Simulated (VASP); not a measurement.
A run of VASP 6.6.1:

The input INCAR:

```
ALGO = Fast
EDIFF = 1E-6
ENCUT = 520
GGA = PE
ISIF = 2
ISMEAR = 0
ISPIN = 2
LASPH = True
LCHARG = False
LMAXMIX = 4
LORBIT = 11
LREAL = False
LWAVE = False
MAGMOM = 0 0 0 0.5
NBANDS = 34
NELM = 150
PREC = Accurate
SIGMA = 0.1
```

File KPOINTS:

```
k-points
0
Gamma
  12 12 12
```

The input POSCAR:

```
Cd3Fe
1.0
    0.0000000000      3.3620524758      3.3620524758
    3.3620524758      0.0000000000      3.3620524758
    3.3620524758      3.3620524758      0.0000000000
Cd Fe
3 1
Direct
    0.2500000000      0.2500000000      0.2500000000
    0.7500000000      0.7500000000      0.7500000000
    0.5000000000      0.5000000000      0.5000000000
    0.0000000000      0.0000000000      0.0000000000
```

Potentials or basis: VASP PAW PBE potentials, release 64 (Cd, Fe).

Launch:

```sh
$ cat potpaw_PBE.64/Cd/POTCAR potpaw_PBE.64/Fe/POTCAR > POTCAR
$ mpirun -np 1 vasp_std > vasp.out
```

Hardware: 1 thread of Intel Xeon 8259CL (shared host).

**Question.** How long does it take, and how much memory?

**Answer.** It took 12 min on 1 thread of Intel Xeon 8259CL, on a shared host, peak memory 0.43 GiB. Counts: scf iterations 18, k points 72.
